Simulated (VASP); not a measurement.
Input of a VASP 6.6.1 run:

Contents of INCAR:

```
PREC     = Accurate       # precision mode
ENCUT    = 600            # plane-wave cutoff, eV
EDIFF    = 1E-6           # SCF threshold, eV
ISMEAR   = -1             # smearing method
SIGMA    = 0.1            # smearing width, eV
LREAL    = False          # projectors in reciprocal space
LASPH    = True           # aspherical terms in the spheres
NELM     = 60             # most SCF steps
ALGO     = Normal         # electronic algorithm
ISIF     = 3              # what is computed and relaxed
LWAVE    = False          # write WAVECAR
LCHARG   = False          # write CHGCAR
GGA      = PS             # functional
IBRION   = 2              # ionic algorithm
NSW      = 100            # ionic steps
EDIFFG   = -0.002         # ionic threshold
```

File KPOINTS:

```
regular mesh
0
Gamma
  18 18 18
```

POSCAR

```
SiC
1.0
    0.0000000000      2.1790000000      2.1790000000
    2.1790000000      0.0000000000      2.1790000000
    2.1790000000      2.1790000000      0.0000000000
Si C
1 1
Direct
    0.0000000000      0.0000000000      0.0000000000
    0.7500000000      0.7500000000      0.7500000000
```

Potentials or basis: VASP PAW PBE potentials, release 64 (Si, C).

Run with:

```sh
$ cat potpaw_PBE.64/Si/POTCAR potpaw_PBE.64/C/POTCAR > POTCAR
$ mpirun -np 1 vasp_std > vasp.out
```

Problem. Estimate the relaxed volume.

Solution. 10.35 Å³/atom.

Problem. Estimate the band gap on the k mesh.

Solution. 1.23 eV, indirect (least direct gap 4.44 eV).

Problem. Estimate the space group after relaxing (to 0.05 Å).

Solution. F-43m (No. 216).

Final structure:
```
Si C
1.0
     0.00000    2.17917    2.17917
     2.17917    0.00000    2.17917
     2.17917    2.17917    0.00000
Si C
1 1
Direct
  0.00000 0.00000 0.00000
  0.75000 0.75000 0.75000
```

Caveat: the PAW data sets were made with another functional, which shifts forces and pressure a little. A k mesh can miss the band edges.
